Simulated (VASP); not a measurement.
Zr:

```xyz
2
Lattice="3.2320 0.0000 0.0000 -1.6160 2.7990 0.0000 0.0000 0.0000 5.1470" Properties=species:S:1:pos:R:3 pbc="T T T"
Zr    1.6160    0.9330    3.8603
Zr    0.0000    1.8660    1.2868
```

| Property | Result |
| --- | --- |
| Program | VASP 6.6.1 |
| Task | relaxation of cell and atoms |
| Functional | revPBE |
| Potentials or basis | VASP PAW PBE potentials, release 64 (Zr_sv) |
| Cutoff | 600 eV |
| k mesh | 9 × 9 × 5 |
| Occupations | fermi-dirac, width 0.05 eV |
| Spin | no spin polarisation |

At the start: pressure 2.1 GPa; volume 23.28 Å³/atom.

Question: How do energy, volume and symmetry change on relaxing?

Answer: Over 4 steps the energy falls by 3.6 meV/atom and the volume is 23.80 Å³/atom (+2.2 %); space group P6_3/mmc (No. 194, to 0.1 Å) before and after.

Step by step:
```
step  energy change (eV)  largest force (eV/Å)  pressure (GPa)  volume (Å³)
   1              0.0000                0.0000            2.11        46.56
   2             -0.0005                0.0000           -1.96        48.65
   3             -0.0070                0.0000           -0.03        47.61
   4             -0.0071                0.0000           -0.02        47.59
```

Final structure:
```cif
data_structure
_symmetry_space_group_name_H-M 'P 1'
_symmetry_Int_Tables_number 1
_cell_length_a 3.2498
_cell_length_b 3.2498
_cell_length_c 5.2035
_cell_angle_alpha 90.000
_cell_angle_beta 90.000
_cell_angle_gamma 120.000
_cell_volume 47.59
loop_
_atom_site_label
_atom_site_type_symbol
_atom_site_fract_x
_atom_site_fract_y
_atom_site_fract_z
_atom_site_occupancy
Zr1 Zr 0.66667 0.33333 0.75000 1
Zr2 Zr 0.33333 0.66667 0.25000 1
```

Caveat: the PAW data sets were made with another functional, which shifts forces and pressure a little.
